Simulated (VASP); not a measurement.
Wanted: the native input for a VASP 6.6.1 run.

```yaml
Task: relaxation of cell and atoms
Functional: PBE
Potentials_or_basis: VASP PAW PBE potentials, release 64 (V_sv)
Cutoff: 600 eV
k_mesh: 15 × 15 × 15
Occupations: fermi-dirac, width 0.05 eV
Spin: collinear spin, ferromagnetic start
Starting_moments: "[1.5] μB"
Dipole_correction: no
Further_INCAR_settings: ALGO = Normal; EDIFF = 1e-06; IBRION = 2; EDIFFG = -0.005; NSW = 100; ISIF = 3
```

The structure of V lies in POSCAR:

```
V
1.0
    0.0000000000      1.9442426514      1.9442426514
    1.9442426514      0.0000000000      1.9442426514
    1.9442426514      1.9442426514      0.0000000000
V
1
Direct
    0.0000000000      0.0000000000      0.0000000000
```

This isn't the form of V at room conditions, which is bcc.

These files were run (other wordings do the same):

INCAR

```
SYSTEM = V
ALGO = Normal ; EDIFF = 1E-6
EDIFFG = -0.005 ; ENCUT = 600
GGA = PE ; IBRION = 2
ISIF = 3 ; ISMEAR = -1
ISPIN = 2 ; LASPH = .TRUE.
LCHARG = .FALSE. ; LMAXMIX = 4
LORBIT = 11 ; LREAL = .FALSE.
LWAVE = .FALSE. ; MAGMOM = 1.5
NELM = 150 ; NSW = 100
PREC = Accurate ; SIGMA = 0.05
```

KPOINTS

```
k-points
0
G
  15 15 15
  0 0 0
```

Potentials or basis: VASP PAW PBE potentials, release 64 (V_sv).

The run is started by

```sh
$ cat potpaw_PBE.64/V_sv/POTCAR > POTCAR
$ mpirun -np 1 vasp_std > vasp.out
```

It gave:

| Item | Value |
| --- | --- |
| Relaxed volume | 13.91 Å³/atom |
| Relaxed cell | a = 2.699 Å, b = 2.699 Å, c = 2.699 Å, α = 60.00°, β = 60.00°, γ = 60.00° |
| Space group after relaxing (to 0.1 Å) | Fm-3m (No. 225) |
| Energy gained by relaxing | 22.7 meV/atom |
| Ionic steps | 6 |
| Pressure after relaxing | 0.0 GPa |
| Net moment | 0.00 μB per cell |
| Valence electrons inside the program's atomic spheres | V 11.59 |

Caveat: the moments typed at the start vanished in this run.

It took 69 s on 1 thread of Intel(R) Xeon(R) Platinum 8488C (Sapphire Rapids), with other jobs on the host, peak memory 0.19 GiB.
